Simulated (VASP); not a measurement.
Runs of VASP 6.6.1 on MgIn2N2. The structure is that of space group R-3m (No. 166), or close to it. The cells are those of the table. 

```tsv
level	cell	k mesh	gap on the mesh (eV)	pressure (GPa)	largest force (eV/Å)
r2SCAN	a = 8.082 Å, angles 24.1°, 5 atoms	8 × 8 × 8	0.36	-6.4	0.33
PBE	a = 7.927 Å, angles 24.1°, 5 atoms	10 × 10 × 10	(b)	(a)	0.24
r2SCAN	a = 8.005 Å, angles 24.1°, 5 atoms	8 × 8 × 8	0.49	-3.4	0.17
r2SCAN	a = 7.927 Å, angles 24.1°, 5 atoms	10 × 10 × 10	0.62	0.1	0.07
```

Alike in all rows: task single point; potentials or basis VASP PAW PBE potentials, release 64 (Mg, In_d, N); no spin polarisation; cutoff (eV) 520; smearing gaussian 0.01 eV.

**Question.** Fill in the values left out.

**Answer.** (a) 3.4; (b) 0.24.

Caveats: spin-orbit coupling is left out, which moves the levels of the heavy elements; the PAW data sets were made with another functional, which shifts forces and pressure a little (at least some runs); the cell stands under tension (at least some runs); the cell stands under pressure (at least some runs).

A k mesh can miss the band edges, and the runs leave out spin-orbit coupling on In.
